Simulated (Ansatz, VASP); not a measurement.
## Two plane-wave programs on SnO2

Contents of POSCAR:

```
SnO2
1.0
    4.7373500000      0.0000000000      0.0000000000
    0.0000000000      4.7373500000      0.0000000000
    0.0000000000      0.0000000000      3.1864000000
Sn O
2 4
Direct
   -0.0447786282     -0.0447786282      0.0000000000
    0.5000000000      0.5000000000      0.5000000000
    0.3056200000      0.3056200000      0.0000000000
    0.1943800000      0.8056200000      0.5000000000
    0.6943800000      0.6943800000      0.0000000000
    0.8056200000      0.1943800000      0.5000000000
```

The input INCAR.step1:

```
PREC     = Accurate       # precision mode
ENCUT    = 520            # plane-wave cutoff, eV
ISMEAR   = 0              # smearing method
SIGMA    = 0.05           # smearing width, eV
LREAL    = False          # projectors in reciprocal space
LASPH    = True           # aspherical terms in the spheres
NELM     = 100            # most SCF steps
NBANDS   = 35             # bands
GGA      = PE             # functional
ALGO     = Normal         # electronic algorithm
EDIFF    = 1E-4           # SCF threshold, eV
LWAVE    = True           # write WAVECAR
LCHARG   = False          # write CHGCAR
```

File INCAR.step2:

```
PREC     = Accurate       # precision mode
ENCUT    = 520            # plane-wave cutoff, eV
EDIFF    = 1E-6           # SCF threshold, eV
ISMEAR   = 0              # smearing method
SIGMA    = 0.05           # smearing width, eV
LREAL    = False          # projectors in reciprocal space
LASPH    = True           # aspherical terms in the spheres
NELM     = 100            # most SCF steps
ALGO     = Normal         # electronic algorithm
ISIF     = 2              # what is computed and relaxed
LWAVE    = False          # write WAVECAR
LCHARG   = False          # write CHGCAR
METAGGA  = R2SCAN         # meta-GGA
LMIXTAU  = True         
NBANDS   = 35             # bands
ISTART   = 1
```

File KPOINTS:

```
regular mesh
0
Gamma
  6 6 8
```

Input for Ansatz:

```yaml
crystal:
  lattice:
    - [4.73735, 0.0, 0.0]
    - [0.0, 4.73735, 0.0]
    - [0.0, 0.0, 3.1864]
  atoms:
    - { symbol: Sn, position: [-0.0447786282, -0.0447786282, 0.0] }
    - { symbol: Sn, position: [0.5, 0.5, 0.5] }
    - { symbol: O, position: [0.30562, 0.30562, 0.0] }
    - { symbol: O, position: [0.19438, 0.80562, 0.5] }
    - { symbol: O, position: [0.69438, 0.69438, 0.0] }
    - { symbol: O, position: [0.80562, 0.19438, 0.5] }
basis:
  ecutwfc: 500
kpoints:
  mp_grid: { grid: [6, 6, 8] }
hamiltonian:
  xc: r2scan
scf:
  occupations: { method: gaussian, width: 0.05 }
output:
  forces: true
  stress: true
  eigenvalues: true
  write_density: true
  write_potential: true
  elf: true
  volumetric_format: npy
```

Alike in both runs: task single point; functional r2SCAN; k mesh 6 × 6 × 8; occupations gaussian, width 0.05 eV; no spin polarisation.

|  | VASP | Ansatz |
| --- | --- | --- |
| version | VASP 6.6.1 | Ansatz 0.2.0 |
| potentials or method | VASP PAW PBE potentials, release 64 (Sn_d, O), cutoff 520 eV | scalar-relativistic, plane waves, PAW |
| valence electrons in the cell | 52 | 52 |

|  | VASP | Ansatz | Ansatz less VASP |
| --- | --- | --- | --- |
| gap on the k mesh at the Fermi level (eV) | 1.48 | 1.46 | -0.012 |
| least direct gap on the mesh (eV) | 1.48 | 1.46 | -0.012 |
| pressure (GPa) | 12.2 | 11.2 | -0.94 |
| traceless stress, the component that is largest in VASP (GPa) | 15.39 | 15.70 | +0.303 |
| rms of the force components (eV/Å) | 3.144 | 3.162 | +0.0177 |

VASP's potentials were made for PBE, not for r2SCAN. Atom by atom the forces differ by 0.033 eV/Å (rms over components).
